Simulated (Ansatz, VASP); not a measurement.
# Two plane-wave programs on Ge

File INCAR:

```
SYSTEM = Ge
PREC = Accurate
ENCUT = 520
EDIFF = 1E-7
ISMEAR = -1
SIGMA = 0.1
LREAL = .False.
LASPH = .True.
NELM = 80
ALGO = Normal
ISIF = 2
LWAVE = .False.
LCHARG = .False.
GGA = B5
ALDAX = 1.0
AGGAX = 1.0
AGGAC = 1.0
ALDAC = 0.0
NBANDS = 36
```

KPOINTS

```
Automatic mesh
0
Gamma
  13 13 4
  0 0 0
```

File POSCAR:

```
Ge
1.0
    3.2429582152      0.0000000000      0.0000000000
   -1.6214791076      2.8084841978      0.0000000000
    0.0000000000      0.0000000000     10.7176036905
Ge
4
Direct
    1.0000000000      1.0000000000      0.0000000000
    1.0000000000      1.0000000000      0.5000000000
    0.3333333333      0.6666666667      0.2500000000
    0.6666666667      0.3333333333      0.7500000000
```

Input for Ansatz:

```yaml
crystal:
  lattice:
    - [3.2429582152, 0.0, 0.0]
    - [-1.6214791076, 2.8084841978, 0.0]
    - [0.0, 0.0, 10.7176036905]
  atoms:
    - { symbol: Ge, position: [1.0, 1.0, 0.0] }
    - { symbol: Ge, position: [1.0, 1.0, 0.5] }
    - { symbol: Ge, position: [0.3333333333, 0.6666666667, 0.25] }
    - { symbol: Ge, position: [0.6666666667, 0.3333333333, 0.75] }
hamiltonian:
  xc: blyp
  pseudopotentials:
    kind: paw
    azcp:
      Ge: "pseudopotentials/Ge.paw.azcp"
basis:
  ecutwfc: 420
  fft_grid_basis: typed
kpoints:
  mp_grid: { grid: [13, 13, 4], shift: [0, 0, 0] }
magnetization:
  spin_polarized: false
scf:
  occupations: { method: fermi_dirac, width: 0.1 }
  lower_state_search: "off"
output:
  stress: true
```

Alike in both runs: task single point; functional BLYP; k mesh 13 × 13 × 4; occupations fermi-dirac, width 0.1 eV; no spin polarisation.

```csv
,VASP,Ansatz
version,VASP 6.6.1,Ansatz 0.2.0
potentials or method,"VASP PAW PBE potentials, release 64 (Ge_d), cutoff 520 eV","plane waves (420 eV) with PAW, scalar-relativistic"
valence electrons in the cell,56,56
```

Ansatz gave:

| Quantity | Value |
| --- | --- |
| pressure (GPa) | -4.2 |
| traceless stress, the component that is largest in VASP (GPa) | 0.22 |

Q: Estimate VASP's values.

A: Pressure (GPa): -4.2; traceless stress, the component that is largest in VASP (GPa): 0.23.

VASP's potentials were made for PBE, not for BLYP. The functional is the same, so the differences come from potentials, cutoffs and numerics.
